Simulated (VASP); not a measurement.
Ti, 2 atoms in the cell. It takes space group Cmcm (No. 63, orthorhombic). The conventional cell has a = 3.282 Å, b = 4.641 Å, c = 4.641 Å, α = 90.00°, β = 90.00°, γ = 90.00°. Within 3.7 Å of Ti (site symmetry m2m) lie 14 Ti at 2.84 to 3.42 Å.  This cell differs from its parent crystal: mode 1 (-158.0 1/cm) frozen in, largest displacement +0.098 Å.

```yaml
Program: VASP 6.6.1
Task: single point
Functional: PBEsol
Potentials_or_basis: VASP PAW PBE potentials, release 64 (Ti_sv)
Cutoff: 520 eV
k_mesh: 18 × 18 × 10
Occupations: gaussian, width 0.15 eV
Spin: no spin polarisation
Dipole_correction: no
Further_INCAR_settings: ALGO = Fast; EDIFF = 1e-06; NBANDS = 19
```

Potentials or basis: VASP PAW PBE potentials, release 64 (Ti_sv).

Run with:

```bash
$ cat potpaw_PBE.64/Ti_sv/POTCAR > POTCAR
$ mpirun -np 1 vasp_std > vasp.out
```

Hardware: 1 thread of Intel(R) Xeon(R) 6975P-C (Granite Rapids), on a shared host.

**Question.** How long does it take, and how much memory?

**Answer.** Run time: 5.7 min on 1 thread of Intel(R) Xeon(R) 6975P-C (Granite Rapids) (shared host), peak memory 0.39 GiB. Counts: scf iterations 36, k points 546.
